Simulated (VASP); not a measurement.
NaCl:

```
Na Cl
1.0
     3.50648    0.00000    0.00000
     0.00000    3.50648    0.00000
     0.00000    0.00000    3.50648
Na Cl
1 1
Direct
  0.00000 0.00000 0.00000
  0.50000 0.50000 0.50000
```

- Program: VASP 6.6.1
- Task: relaxation of cell and atoms
- Functional: PBEsol
- Potentials or basis: VASP PAW PBE potentials, release 64 (Na_pv, Cl)
- Cutoff: 600 eV
- k mesh: 6 × 6 × 6
- Occupations: fermi-dirac, width 0.02 eV
- Spin: no spin polarisation

At the start: pressure -1.3 GPa; volume 21.56 Å³/atom.

Question: How do energy, volume and symmetry change on relaxing?

Answer: Over 4 steps the energy falls by 4.5 meV/atom and the volume is 20.50 Å³/atom (-4.9 %); space group Pm-3m (No. 221, to 0.05 Å).

Step by step:
| step | energy change (eV) | largest force (eV/Å) | pressure (GPa) | volume (Å³) |
| --- | --- | --- | --- | --- |
| 1 | 0.0000 | 0.0000 | -1.28 | 43.11 |
| 2 | -0.0066 | 0.0000 | -0.68 | 42.05 |
| 3 | -0.0089 | 0.0000 | -0.12 | 41.17 |
| 4 | -0.0090 | 0.0000 | 0.02 | 41.00 |

Final structure:
```xyz
2
Lattice="3.4482 0.0000 0.0000 0.0000 3.4482 0.0000 0.0000 0.0000 3.4482" Properties=species:S:1:pos:R:3 pbc="T T T"
Na    0.0000    0.0000    0.0000
Cl    1.7241    1.7241    1.7241
```

Caveat: the PAW data sets were made with another functional, which shifts forces and pressure a little.
